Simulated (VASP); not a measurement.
# Re (P6_3/mmc) in VASP: further runs

Re is run at these levels: PBE; tasks: single point.

All numbers are computed with VASP 6.6.1; they aren't measurements. Logs are shortened: lines on timing, memory, paths and dates and some standing lists are left out, and cuts for length are marked.

## Step 1: The cell of the first run

It takes space group P6_3/mmc (No. 194, hexagonal). The conventional cell has a = 2.776 Å, b = 2.776 Å, c = 4.482 Å, α = 90.00°, β = 90.00°, γ = 120.00°. Within 3.6 Å of Re (site symmetry -6m2) lie 12 Re at 2.76 to 2.78 Å.

## Step 2: Single point, PBE

INCAR reads:

```
SYSTEM = Re
ALGO = Normal ; EDIFF = 1E-6
ENCUT = 520 ; GGA = PE
ISIF = 2 ; ISMEAR = -1
LASPH = .TRUE. ; LCHARG = .TRUE.
LELF = .TRUE. ; LREAL = .FALSE.
LVHAR = .TRUE. ; LWAVE = .FALSE.
NBANDS = 22 ; NELM = 60
PREC = Accurate ; SIGMA = 0.08
```

KPOINTS reads:

```
k-points
0
G
  15 9 9
  0 0 0
```

POSCAR reads:

```
Re
1.0
   -1.3879310686      2.4039671282      0.0000000000
    0.0000000000      0.0000000000      4.4818846070
    4.1637932058      2.4039671282      0.0000000000
Re
4
Direct
    0.5000000000      0.2500000000      0.1666666670
    0.0000000000      0.2500000000      0.6666666670
    0.0000000000      0.7500000000      0.3333333330
    0.5000000000      0.7500000000      0.8333333330
```

Potentials or basis: VASP PAW PBE potentials, release 64 (Re).

The run is started by

```
> cat potpaw_PBE.64/Re/POTCAR > POTCAR
> mpirun -np 1 vasp_std > vasp.out
```

OUTCAR:

```text
SYSTEM = Re
   EDIFF = 1E-6
   ENCUT = 520
   GGA = PE
   ISIF = 2
   ISMEAR = -1
   LASPH = .TRUE.
   LREAL = .FALSE.
   NELM = 60
   PREC = Accurate

 ion  position               nearest neighbor table
   1  0.500  0.250  0.167-   3 2.76   3 2.76   3 2.76   3 2.76   4 2.76   4 2.76   2 2.78   2 2.78
                             2 2.78   2 2.78
   2  0.000  0.250  0.667-   4 2.76   4 2.76   4 2.76   4 2.76   3 2.76   3 2.76   1 2.78   1 2.78
                             1 2.78   1 2.78
   3  0.000  0.750  0.333-   1 2.76   1 2.76   1 2.76   1 2.76   2 2.76   2 2.76   4 2.78   4 2.78
                             4 2.78   4 2.78
   4  0.500  0.750  0.833-   2 2.76   2 2.76   2 2.76   2 2.76   1 2.76   1 2.76   3 2.78   3 2.78
                             3 2.78   3 2.78

  LATTYP: Found a simple orthorhombic cell.
 ALAT       =     2.7758621372
 B/A-ratio  =     1.6145919305
 C/A-ratio  =     1.7320508076

  Lattice vectors:

 A1 = (  -1.3879310686,   2.4039671282,   0.0000000000)
 A2 = (   0.0000000000,   0.0000000000,   4.4818846070)
 A3 = (   4.1637932058,   2.4039671282,   0.0000000000)

Analysis of symmetry for initial positions (statically):
=====================================================================
 Subroutine PRICEL returns following result:

  LATTYP: Found a hexagonal cell.
 ALAT       =     2.7758621372
 C/A-ratio  =     1.6145919305

  Lattice vectors:

 A1 = (   1.3879310686,   2.4039671282,   0.0000000000)
 A2 = (  -2.7758621372,   0.0000000000,   0.0000000000)
 A3 = (   0.0000000000,   0.0000000000,   4.4818846070)

   2 primitive cells build up your supercell.

 Routine SETGRP: Setting up the symmetry group for a
 simple orthorhombic supercell.

 Subroutine GETGRP returns: Found  8 space group operations
 (whereof  4 operations were pure point group operations)
 out of a pool of  8 trial point group operations.

The static configuration has the point symmetry C_2h.
 The point group associated with its full space group is D_2h.

Analysis of symmetry for dynamics (positions and initial velocities):
=====================================================================
 Subroutine PRICEL returns following result:

  LATTYP: Found a hexagonal cell.
 ALAT       =     2.7758621372
 C/A-ratio  =     1.6145919305

  Lattice vectors:

 A1 = (   1.3879310686,   2.4039671282,   0.0000000000)
 A2 = (  -2.7758621372,   0.0000000000,   0.0000000000)
 A3 = (   0.0000000000,   0.0000000000,   4.4818846070)

   2 primitive cells build up your supercell.

 Routine SETGRP: Setting up the symmetry group for a
 simple orthorhombic supercell.

 Subroutine GETGRP returns: Found  8 space group operations
 (whereof  4 operations were pure point group operations)
 out of a pool of  8 trial point group operations.

The dynamic configuration has the point symmetry C_2h.
 The point group associated with its full space group is D_2h.

 Subroutine INISYM returns: Found  8 space group operations
 (whereof  4 operations are pure point group operations),
 and found     2 'primitive' translations

----------------------------------------------------------------------------------------

                                     Primitive cell

  volume of cell :      29.9080

  direct lattice vectors                    reciprocal lattice vectors
     1.387931069  2.403967128  0.000000000     0.000000000  0.415979066  0.000000000
    -2.775862137  0.000000000  0.000000000    -0.360248438  0.207989533  0.000000000
     0.000000000  0.000000000  4.481884607     0.000000000  0.000000000  0.223120425

  length of vectors
     2.775862137  2.775862137  4.481884607     0.415979066  0.415979066  0.223120425

  position of ions in fractional coordinates (direct lattice)
     0.666666667  0.333333333  0.250000000
     0.333333333  0.666666667  0.750000000

  ion indices of the primitive-cell ions
   primitive index   ion index
                 1           1
                 2           4

----------------------------------------------------------------------------------------

 KPOINTS: k-points

Automatic generation of k-mesh.
 Grid dimensions read from file:
 generate k-points for:   15    9    9

 Generating k-lattice:

  Cartesian coordinates                     Fractional coordinates (reciprocal lattice)
    -0.012008281  0.020798953  0.000000000     0.066666667  0.000000000  0.000000000
     0.000000000  0.000000000  0.024791158     0.000000000  0.111111111  0.000000000
     0.020013802  0.011554974  0.000000000     0.000000000  0.000000000  0.111111111

  Length of vectors
     0.024016563  0.024791158  0.023109948

  Shift w.r.t. Gamma in fractional coordinates (k-lattice)
     0.000000000  0.000000000  0.000000000

 Subroutine IBZKPT returns following result:
 ===========================================

 Found    200 irreducible k-points:

 Following reciprocal coordinates:
            Coordinates               Weight
  0.000000  0.000000  0.000000      1.000000
  0.066667  0.000000 -0.000000      2.000000
  0.133333  0.000000  0.000000      2.000000
  0.200000  0.000000  0.000000      2.000000
  0.266667  0.000000  0.000000      2.000000
  0.333333  0.000000  0.000000      2.000000
[... 16 lines left out ...]
  0.400000  0.222222  0.000000      4.000000
  0.466667  0.222222  0.000000      4.000000
 [... further k-points ...]
   k-points           NKPTS =    200   k-points in BZ     NKDIM =    200   number of bands    NBANDS=     22
   number of dos      NEDOS =    301   number of ions     NIONS =      4
   total plane-waves  NPLWV =  31104
   dimension x,y,z NGX =    24 NGY =   36 NGZ =   36
   dimension x,y,z NGXF=    48 NGYF=   72 NGZF=   72
   ions per type =               4
   NGX,Y,Z   is equivalent  to a cutoff of  14.37, 13.35, 12.45 a.u.
   NGXF,Y,Z  is equivalent  to a cutoff of  28.75, 26.71, 24.90 a.u.
 SYSTEM =  Re
   PREC   = accura    normal or accurate (medium, high low for compatibility)
   ISTART =      0    job   : 0-new  1-cont  2-samecut
   ICHARG =      2    charge: 1-file 2-atom 10-const
   ISPIN  =      1    spin polarized calculation?
   LNONCOLLINEAR =      F non collinear calculations
   LSORBIT =      F    spin-orbit coupling
   LASPH  =      T    aspherical Exc in radial PAW
   ENCUT  =  520.0 eV  38.22 Ry    6.18 a.u.   5.16  8.33  8.94*2*pi/ulx,y,z
   NELM   =     60;   NELMIN=  2; NELMDL= -5     # of ELM steps
   EDIFF  = 0.1E-05   stopping-criterion for ELM
   LREAL  =      F    real-space projection
   EDIFFG = 0.1E-04   stopping-criterion for IOM
   NSW    =      0    number of steps for IOM
   IBRION =     -1    ionic relax: 0-MD 1-quasi-New 2-CG
   NFREE  =      0    steps in history (QN), initial steepest desc. (CG)
   ISIF   =      2    stress and relaxation
   ISYM   =      2    0-nonsym 1-usesym 2-fastsym
   POTIM  = 0.5000    time-step for ionic-motion
   TEBEG  =    0.0;   TEEND  =   0.0 temperature during run
   PSTRESS=    0.0 pullay stress
   NELECT =      28.0000    total number of electrons
   NUPDOWN=      -1.0000    fix difference up-down
   EMIN   =  10.00;   EMAX   =-10.00  energy-range for DOS
   EFERMI =   0.00;   METHOD = LEGACY
   ISMEAR =    -1;   SIGMA  =   0.08  broadening in eV -4-tet -1-fermi 0-gaus
   EFERMI_NEDOS =   21; number of points for ismear=-14 and -15
   IALGO  =     38    algorithm
   IMIX   =      4    mixing-type and parameters
     AMIX     =   0.40;   BMIX     =  1.00
     AMIX_MAG =   1.60;   BMIX_MAG =  1.00
  volume/ion in A,a.u.               =      14.95       100.91
  Fermi-wavevector in a.u.,A,eV,Ry     =   1.271126  2.402079 21.983755  1.615760
  Thomas-Fermi vector in A             =   2.404076
   LORBIT       =      0    0 simple, 1 ext, 2 COOP (PROOUT), +10 PAW based schemes
   GGA     = PE    functional components
   LHFCALC =     F    Hartree Fock is set to
   AEXX    =    0.0000 exact exchange contribution
   IVDW    =     0    specifies the selected vdW correction
   LEPSILON=     F    determine dielectric tensor
   LRPA    =     F    only Hartree local field effects (RPA)
 non-spin polarized calculation
  energy-cutoff  :      520.00
  volume of cell :       59.82
 maximum number of plane-waves:      1634
 NGX is ok and might be reduce to    24
   NGX = 11   NGY = 17   NGZ = 17

 number of electron      28.0000000 magnetization

 Free energy of the ion-electron system (eV)
  ---------------------------------------------------
  ext. energy  EPLUGINS =         0.00000000
  ---------------------------------------------------
  free energy    TOTEN  =       -49.73913419 eV

  energy without entropy =      -49.67194387  energy(sigma->0) =      -49.70553903

 E-fermi :   7.6903     XC(G=0): -13.6409

 val. band max:        7.6760942314   @ k =   0.1333   0.0000   0.1111
 cond. band min:       7.6974658974   @ k =   0.1333   0.2222   0.3333
 fundamental gap:      0.0213716660
 Fermi energy:         7.6903114963

 k-point     1 :       0.0000    0.0000    0.0000
  band No.  band energies     occupation
      1      -2.0682      2.00000
      2       1.1826      2.00000
      3       1.8439      2.00000
      4       1.9459      2.00000
      5       2.5586      2.00000
      6       5.7996      2.00000
[... 14 lines left out ...]
     21      11.9497      0.00000
     22      12.0731      0.00000

 k-point     2 :       0.0667    0.0000   -0.0000
  band No.  band energies     occupation
      1      -1.9338      2.00000
      2       1.3093      2.00000
      3       1.9915      2.00000
      4       2.0803      2.00000
      5       2.5702      2.00000
      6       5.7416      2.00000
[... 14 lines left out ...]
     21      11.7342      0.00000
     22      11.8430      0.00000

 k-point     3 :       0.1333    0.0000    0.0000
  band No.  band energies     occupation
      1      -1.5421      2.00000
      2       1.6666      2.00000
      3       2.4070      2.00000
      4       2.4505      2.00000
      5       2.5958      2.00000
      6       5.3267      2.00000
[... 14 lines left out ...]
     21      11.5932      0.00000
     22      12.8372      0.00000

 k-point     4 :       0.2000    0.0000    0.0000
  band No.  band energies     occupation
      1      -0.9264      2.00000
      2       2.1866      2.00000
      3       2.6141      2.00000
      4       2.9525      2.00000
      5       2.9985      2.00000
      6       4.8363      2.00000
[... 14 lines left out ...]
     21      11.3480      0.00000
     22      14.1843      0.00000

 k-point     5 :       0.2667    0.0000    0.0000
  band No.  band energies     occupation
      1      -0.1378      2.00000
      2       2.6093      2.00000
      3       2.7598      2.00000
      4       3.4188      2.00000
      5       3.5677      2.00000
      6       4.3703      2.00000
[... 14 lines left out ...]
     21      11.4475      0.00000
     22      14.2184      0.00000

 k-point     6 :       0.3333    0.0000    0.0000
  band No.  band energies     occupation
      1       0.7577      2.00000
      2       2.5977      2.00000
      3       3.2496      2.00000
      4       3.7026      2.00000
      5       3.7026      2.00000
      6       3.9949      2.00000
[... 14 lines left out ...]
     21      11.4793      0.00000
     22      14.1555      0.00000

 k-point     7 :       0.4000    0.0000    0.0000
  band No.  band energies     occupation
      1       1.6767      2.00000
      2       2.6286      2.00000
      3       3.4192      2.00000
      4       3.4471      2.00000
      5       3.5542      2.00000
      6       3.7683      2.00000
[... 324 lines left out ...]
      6       3.9373      2.00000
[... 14 lines left out ...]
     21      11.6346      0.00000
     22      12.7909      0.00000

 k-point    21 :       0.2667    0.2222    0.0000
  band No.  band energies     occupation
      1       0.2831      2.00000
      2       2.6849      2.00000
      3       2.9108      2.00000
      4       3.6216      2.00000
      5       3.6536      2.00000
      6       4.0566      2.00000
[... 14 lines left out ...]
     21      11.2952      0.00000
     22      13.6426      0.00000

 k-point    22 :       0.3333    0.2222    0.0000
  band No.  band energies     occupation
      1       1.0520      2.00000
      2       2.9805      2.00000
      3       3.4646      2.00000
      4       3.5089      2.00000
      5       3.5089      2.00000
      6       3.5726      2.00000
[... 14 lines left out ...]
     21      11.3132      0.00000
     22      14.4707      0.00000

 k-point    23 :       0.4000    0.2222    0.0000
  band No.  band energies     occupation
      1       1.7909      2.00000
      2       2.8484      2.00000
      3       3.0747      2.00000
      4       3.2611      2.00000
      5       3.8776      2.00000
      6       3.9156      2.00000
[... 14 lines left out ...]
     21      11.9111      0.00000
     22      14.7331      0.00000

 k-point    24 :       0.4667    0.2222    0.0000
  band No.  band energies     occupation
      1       2.4261      2.00000
      2       2.7613      2.00000
      3       2.8317      2.00000
      4       2.9155      2.00000
      5       3.8232      2.00000
      6       3.9155      2.00000
[... 14 lines left out ...]
     21      12.9699      0.00000
     22      13.9735      0.00000

 [... further k-points ...]

------------------------ aborting loop because EDIFF is reached ----------------------------------------

  FORCE on cell =-STRESS in cart. coord.  units (eV):
  Direction    XX          YY          ZZ          XY          YZ          ZX
  --------------------------------------------------------------------------------------
  -------------------------------------------------------------------------------------
  Total       -0.1456825     -0.1825628     -0.3141824      0.0319393      0.0000000     -0.0000000
  in kB       -3.9021229     -4.8899662     -8.4154119      0.8554974      0.0000000     -0.0000000
  external PRESSURE =      -5.7358337 kB  Pullay stress =       0.0000000 kB

 VOLUME and BASIS-vectors are now :
 -----------------------------------------------------------------------------
  energy-cutoff  :      520.00
  volume of cell :       59.82
      direct lattice vectors                 reciprocal lattice vectors
    -1.387931069  2.403967128  0.000000000    -0.180124219  0.311984299  0.000000000
     0.000000000  0.000000000  4.481884607     0.000000000  0.000000000  0.223120425
     4.163793206  2.403967128  0.000000000     0.180124219  0.103994766  0.000000000

 POSITION                                       TOTAL-FORCE (eV/Angst)
 -----------------------------------------------------------------------------------
      0.00000      1.60264      1.12047        -0.009043     -0.005221      0.000000
      2.77586      1.60264      1.12047        -0.009043     -0.005221      0.000000
      1.38793      0.80132      3.36141         0.009043      0.005221     -0.000000
      2.77586      3.20529      3.36141         0.009043      0.005221      0.000000
 -----------------------------------------------------------------------------------
    total drift:                                0.000000      0.000000     -0.000000

  FREE ENERGIE OF THE ION-ELECTRON SYSTEM (eV)
  ---------------------------------------------------
  free  energy   TOTEN  =       -49.7391341890 eV

  energy  without entropy=      -49.6719438736  energy(sigma->0) =      -49.70553903
```

Run time: 2.8 min. Hardware: 1 thread of AMD EPYC 9R45 (Zen 5), shared host; peak memory 0.3 GiB.

Results:

| Quantity | Value |
| --- | --- |
| Free energy | -49.7391 eV |
| Pressure | -0.6 GPa |
| Largest force | 0.010 eV/Å |
| Band gap on the k mesh | zero (bands 14 and 15 overlap by 1.85 eV) |

Forces on the atoms (eV/Å):
```
Re  -0.009 -0.005  0.000
Re  -0.009 -0.005  0.000
Re   0.009  0.005  0.000
Re   0.009  0.005  0.000
```

Stress tensor (GPa, compression positive):
```
-0.39  0.09  0.00
 0.09 -0.49  0.00
 0.00  0.00 -0.84
```

Caveat: spin-orbit coupling is left out, which moves the levels of the heavy elements.

[end of part 1 of 2]
